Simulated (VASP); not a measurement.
Input of a VASP 6.6.1 run:

File INCAR:

```
SYSTEM = ZnO
PREC     = Accurate       ! precision mode
ENCUT    = 520            ! plane-wave cutoff, eV
EDIFF    = 1E-6           ! SCF threshold, eV
ISMEAR   = 0              ! smearing method
SIGMA    = 0.05           ! smearing width, eV
LREAL    = .False.        ! projectors in reciprocal space
LASPH    = .True.         ! aspherical terms in the spheres
NELM     = 80             ! most SCF steps
ALGO     = Normal         ! electronic algorithm
ISIF     = 2              ! what is computed and relaxed
LWAVE    = .False.        ! write WAVECAR
LCHARG   = .False.        ! write CHGCAR
GGA      = PE             ! functional
NBANDS   = 26             ! bands
```

Contents of KPOINTS:

```
regular mesh
0
Gamma
  12 12 6
  0 0 0
```

Contents of POSCAR:

```
ZnO
1.0
    3.1482963083      0.0000000000      0.0000000000
   -1.5741481541      2.7265045816      0.0000000000
    0.0000000000      0.0000000000      5.2931304626
Zn O
2 2
Direct
    0.3333333333      0.6666666667      0.0015026881
    0.6666666667      0.3333333333      0.5015026881
    0.3333333333      0.6666666667      0.3805973119
    0.6666666667      0.3333333333      0.8805973119
```

Potentials or basis: VASP PAW PBE potentials, release 64 (Zn, O).

The run is started by

```bash
$ cat potpaw_PBE.64/Zn/POTCAR potpaw_PBE.64/O/POTCAR > POTCAR
$ mpirun -np 1 vasp_std > vasp.out
```

Problem. Estimate the band gap on the k mesh.

Solution. 0.77 eV.

Problem. Predict the largest force.

Solution. 0.455 eV/Å.

Problem. Estimate the pressure.

Solution. 14.4 GPa.

Forces in eV/Å, atoms in the order of the input:
```
Zn   0.000  0.000  0.455
Zn   0.000  0.000  0.455
O    0.000  0.000 -0.455
O    0.000  0.000 -0.455
```

Caveat: the cell differs from its parent crystal (strain -0.040 along x and y, +0.000 along z); the cell stands under pressure.
